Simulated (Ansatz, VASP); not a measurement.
**One calculation of CdF2, two programs**

INCAR

```
ALGO = Normal
EDIFF = 1E-6
ENCUT = 520
GGA = PS
ISIF = 2
ISMEAR = 0
LASPH = T
LCHARG = T
LELF = T
LREAL = F
LVHAR = T
LWAVE = F
NBANDS = 20
NELM = 60
PREC = Accurate
SIGMA = 0.05
```

File KPOINTS:

```
k-points
0
Gamma
  8 8 8
```

POSCAR

```
CdF2
1.0
    0.0000000000      2.5978504023      3.0958838991
    2.3824845658      0.0000000000      3.0958838991
    2.3824845658      2.5978504023      0.0000000000
Cd F
1 2
Direct
    0.0000000000      0.0000000000      0.0000000000
    0.2500000000      0.2500000000      0.2500000000
    0.7500000000      0.7500000000      0.7500000000
```

Input for Ansatz:

```yaml
crystal:
  lattice:
    - [0.0, 2.5978504023, 3.0958838991]
    - [2.3824845658, 0.0, 3.0958838991]
    - [2.3824845658, 2.5978504023, 0.0]
  atoms:
    - { symbol: Cd, position: [0.0, 0.0, 0.0] }
    - { symbol: F, position: [0.25, 0.25, 0.25] }
    - { symbol: F, position: [0.75, 0.75, 0.75] }
basis:
  ecutwfc: 520.0
kpoints:
  mp_grid: { grid: [8, 8, 8] }
hamiltonian:
  xc: pbesol
scf:
  occupations: { method: gaussian, width: 0.05 }
output:
  forces: true
  stress: true
  eigenvalues: true
  write_density: true
  write_potential: true
  elf: true
  volumetric_format: npy
```

Change from the starting cell: strain +e along x and -e along y -0.0400, strain +e along z and -e/2 along x and y +0.1500.

Alike in both runs: task single point; functional PBEsol; k mesh 8 × 8 × 8; occupations gaussian, width 0.05 eV; no spin polarisation.

|  | VASP | Ansatz |
| --- | --- | --- |
| version | VASP 6.6.1 | Ansatz 0.2.0 |
| potentials or method | VASP PAW PBE potentials, release 64 (Cd, F), cutoff 520 eV | scalar-relativistic, plane waves, PAW |
| valence electrons in the cell | 26 | 34 |

Ansatz gave:

- gap on the k mesh at the Fermi level (eV): 1.73
- least direct gap on the mesh (eV): 2.17
- pressure (GPa): 1.4
- traceless stress, the component that is largest in VASP (GPa): -18.02

Problem. What did VASP give for the same quantities?

Solution. gap on the k mesh at the Fermi level (eV): 1.70; least direct gap on the mesh (eV): 2.13; pressure (GPa): 2.1; traceless stress, the component that is largest in VASP (GPa): -17.75.

VASP's potentials were made for PBE, not for PBEsol. The functional is the same, so the differences come from potentials, cutoffs and numerics. VASP's potentials hold 26 valence electrons a cell and Ansatz's 34, so a difference there can come from the potentials and not from the codes.
